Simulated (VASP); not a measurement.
A run of VASP 6.6.1:

Contents of INCAR:

```
PREC = Accurate ; ENCUT = 520
EDIFF = 1E-7 ; ISMEAR = -1
SIGMA = 0.36 ; LREAL = Auto
LASPH = True ; NELM = 80
ALGO = Normal ; ISIF = 2
LWAVE = False ; LCHARG = True
GGA = PE ; LELF = True
LVHAR = True ; NBANDS = 60
```

File KPOINTS:

```
regular mesh
0
Gamma
  2 2 2
```

File POSCAR:

```
Be
1.0
    7.1976270000      0.0000000000      0.0000000000
   -3.5988140000      6.2333280000      0.0000000000
    0.0000000000      0.0000000000      7.5191210000
Be
36
Direct
    0.0191748667     -0.0584599431     -0.0069688997
    0.1306996319      0.1849573775      0.2879458915
    0.0266917198      0.0136203325      0.4616098078
    0.0939919937      0.1545562820      0.7983113984
   -0.0447697698      0.2796098649      0.0107326375
    0.1556795877      0.6341877084      0.2492179605
    0.0441493336      0.3513853274      0.5334267130
    0.1158894649      0.5178453629      0.7632275102
    0.0240880375      0.6584604564     -0.0009043610
    0.1589068378      0.9337387668      0.2747528601
    0.0068111015      0.6458026916      0.4651607548
    0.0707586547      0.8745087696      0.7350061264
    0.3016278106      0.0233422660      0.0122620716
    0.4207149013      0.2176686354      0.2765748816
    0.2780259782      0.0347968212      0.5148607131
    0.3926053775      0.1950162096      0.7267471823
    0.4079288112      0.3972195912      0.0237527764
    0.4163724436      0.5203640816      0.2597245077
    0.3356969531      0.3647650180      0.4702810342
    0.3985024182      0.5627331018      0.7474543899
    0.3993504151      0.6781610081      0.0110917220
    0.4383618574      0.8563001979      0.2431135235
    0.2500305915      0.6354390464      0.5120545340
    0.4673611918      0.8864285659      0.7474809888
    0.6191314207      0.0361444160     -0.0568949482
    0.7662456988      0.2862194962      0.2826527196
    0.7064936197      0.0926631809      0.4432565987
    0.7644649875      0.1657862381      0.7154027711
    0.7035695438      0.3077489264     -0.0219041561
    0.8107187926      0.5536689229      0.2205709949
    0.6802073083      0.3934014061      0.4662247090
    0.8419101368      0.5781502273      0.6595584776
    0.7090804398      0.6918936401     -0.0015161347
    0.8804572685      0.9947174286      0.2343890995
    0.5777589725      0.6012518513      0.5201538850
    0.7680804537      0.8978670784      0.6866760091
```

Potentials or basis: VASP PAW PBE potentials, release 64 (Be).

Run with:

```sh
$ cat potpaw_PBE.64/Be/POTCAR > POTCAR
$ mpirun -np 1 vasp_std > vasp.out
```

Hardware: 1 thread of Intel(R) Xeon(R) Platinum 8259CL CPU @ 2.50GHz (Skylake/Cascade Lake), on a shared host.

Question: How long does it take, and how much memory?

Answer: It took 6.3 min on 1 thread of Intel(R) Xeon(R) Platinum 8259CL CPU @ 2.50GHz (Skylake/Cascade Lake), on a shared host, peak memory 0.42 GiB. Counts: scf iterations 17, k points 8.
